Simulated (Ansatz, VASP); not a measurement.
## YTl in VASP and in Ansatz

```
CELL_PARAMETERS angstrom
3.77584 0.00000 0.00000
0.00000 3.77584 0.00000
0.00000 0.00000 3.77584
ATOMIC_POSITIONS crystal
Y 0.50000 0.50000 0.50000
Tl 0.00000 0.00000 0.00000
```

Change from the starting cell: volume scaled by 1.02.

Alike in both runs: task single point; functional LDA; k mesh 11 × 11 × 11; occupations fermi-dirac, width 0.08 eV; no spin polarisation.

|  | VASP | Ansatz |
| --- | --- | --- |
| version | VASP 6.6.1 | Ansatz 0.2.0 |
| potentials or method | VASP PAW LDA potentials, release 64 (Y_sv, Tl_d), cutoff 520 eV | all-electron LAPW, scalar-relativistic |

|  | VASP | Ansatz | Ansatz less VASP |
| --- | --- | --- | --- |
| pressure (GPa) | -4.0 | -4.0 | -0.05 |

LDA's correlation is that of Perdew and Zunger in VASP and of Perdew and Wang (1992) in Ansatz. Ansatz ran all-electron here, and VASP with PAW potentials.

Neither program's run includes spin-orbit coupling.
